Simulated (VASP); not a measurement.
Set up this calculation in VASP 6.6.1, as the native input.

```
Task                   : single point
Functional             : r2SCAN
Potentials or basis    : VASP PAW PBE potentials, release 64 (Mg_sv, O)
Cutoff                 : 920 eV
k mesh                 : 8 × 8 × 8
Occupations            : gaussian, width 0.2 eV
Spin                   : no spin polarisation
Dipole correction      : no
Further INCAR settings : ALGO = Normal; EDIFF = 1e-06; NBANDS = 15
```

MgO:

```xyz
2
Lattice="0.0000 2.1022 2.1022 2.1022 0.0000 2.1022 2.1022 2.1022 0.0000" Properties=species:S:1:pos:R:3 pbc="T T T"
Mg    0.0000    0.0000    0.0000
O     2.1022    2.1022    2.1022
```

These files were run (other wordings do the same):

POSCAR

```
MgO
1.0
    0.0000000000      2.1021674168      2.1021674168
    2.1021674168      0.0000000000      2.1021674168
    2.1021674168      2.1021674168      0.0000000000
Mg O
1 1
Direct
    0.0000000000      0.0000000000      0.0000000000
    0.5000000000      0.5000000000      0.5000000000
```

INCAR.step1

```
ALGO = Normal
EDIFF = 1E-5
ENCUT = 920
GGA = PE
GGA_COMPAT = F
ISMEAR = 0
LASPH = T
LCHARG = F
LREAL = F
LWAVE = T
NBANDS = 15
NELM = 120
PREC = Accurate
SIGMA = 0.2
```

INCAR.step2

```
ALGO = Normal
EDIFF = 1E-6
ENCUT = 920
GGA_COMPAT = F
ISIF = 2
ISMEAR = 0
ISTART = 1
LASPH = T
LCHARG = T
LELF = T
LMIXTAU = T
LREAL = F
LVHAR = T
LWAVE = F
METAGGA = R2SCAN
NBANDS = 15
NELM = 120
PREC = Accurate
SIGMA = 0.2
```

KPOINTS

```
k-points
0
Gamma
  8 8 8
```

Potentials or basis: VASP PAW PBE potentials, release 64 (Mg_sv, O).

The run is started by

```console
$ cat potpaw_PBE.64/Mg_sv/POTCAR potpaw_PBE.64/O/POTCAR > POTCAR
$ cp INCAR.step1 INCAR
$ mpirun -np 1 vasp_std > vasp.out
$ cp INCAR.step2 INCAR
$ mpirun -np 1 vasp_std > vasp.out
```

Results of the run:

```
Pressure               : 0.5 GPa
Band gap on the k mesh : 5.70 eV
```

Caveat: the PAW data sets were made with another functional, which shifts forces and pressure a little.

Run time: 54 s on 1 thread of AMD EPYC 9R45 (Zen 5), with other jobs on the host, peak memory 0.14 GiB.
